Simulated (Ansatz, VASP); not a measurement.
# SnO in VASP and in Ansatz

```
Sn O
1.0
     3.73584    0.00000    0.00000
     0.00000    3.73584    0.00000
     0.00000    0.00000    4.78715
Sn O
2 2
Direct
  0.50000 0.00000 0.76463
  0.00000 0.50000 0.23537
  0.00000 0.00000 0.00000
  0.50000 0.50000 0.00000
```

Change from the starting cell: volume scaled by 0.94.

Alike in both runs: task single point; functional PBEsol; k mesh 7 × 7 × 6; occupations fermi-dirac, width 0.05 eV; no spin polarisation.

|  | VASP | Ansatz |
| --- | --- | --- |
| version | VASP 6.6.1 | Ansatz 0.2.0 |
| potentials or method | VASP PAW PBE potentials, release 64 (Sn_d, O), cutoff 520 eV | all-electron LAPW, scalar-relativistic |

VASP gave:

| Property | Result |
| --- | --- |
| gap on the k mesh at the Fermi level (eV) | 0.15 |
| least direct gap on the mesh (eV) | 1.93 |
| pressure (GPa) | 6.3 |
| traceless stress, the component that is largest in VASP (GPa) | -1.23 |
| rms of the force components (eV/Å) | 0.452 |

Question: What did Ansatz give for the same quantities?

Answer: gap on the k mesh at the Fermi level (eV): 0.13; least direct gap on the mesh (eV): 1.97; pressure (GPa): 6.0; traceless stress, the component that is largest in VASP (GPa): -1.23; rms of the force components (eV/Å): 0.410.

VASP's potentials were made for PBE, not for PBEsol. Atom by atom the forces differ by 0.042 eV/Å (rms over components). Ansatz ran all-electron here, and VASP with PAW potentials.
